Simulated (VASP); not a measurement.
Mg:

```
Mg
1.0
     3.20930    0.00000    0.00000
    -1.60465    2.77934    0.00000
     0.00000    0.00000    5.21030
Mg
2
Cartesian
  0.0000 1.8529 1.3026
  1.6047 0.9264 3.9077
```

| Property | Result |
| --- | --- |
| Program | VASP 6.6.1 |
| Task | relaxation of cell and atoms |
| Functional | PBEsol |
| Potentials or basis | VASP PAW PBE potentials, release 64 (Mg) |
| Cutoff | 600 eV |
| k mesh | 12 × 12 × 8 |
| Occupations | fermi-dirac, width 0.1 eV |
| Spin | no spin polarisation |

At the start: pressure -1.2 GPa; volume 23.24 Å³/atom.

Task: Where does the relaxation end?

Result: Over 8 steps the energy falls by 3.3 meV/atom and the volume is 22.49 Å³/atom (-3.2 %); space group P6_3/mmc (No. 194, to 0.1 Å) before and after.

Step by step:
```csv
step,energy change (eV),largest force (eV/Å),pressure (GPa),volume (Å³)
1,0.0000,0.0000,-1.16,46.47
2,-0.0057,0.0000,-0.31,45.36
3,-0.0062,0.0000,0.04,44.93
4,-0.0062,0.0000,0.06,44.90
5,-0.0064,0.0000,0.05,44.92
6,-0.0065,0.0000,0.02,44.95
7,-0.0065,0.0000,0.02,44.95
8,-0.0065,0.0000,0.00,44.98
```

Final structure:
```yaml
crystal:
  lattice:
    - [3.18976, 0.00000, 0.00000]
    - [-1.59488, 2.76241, 0.00000]
    - [0.00000, 0.00000, 5.10507]
  atoms:
    - { symbol: Mg, position: [0.33333, 0.66667, 0.25000] }
    - { symbol: Mg, position: [0.66667, 0.33333, 0.75000] }
```

Caveat: the PAW data sets were made with another functional, which shifts forces and pressure a little.
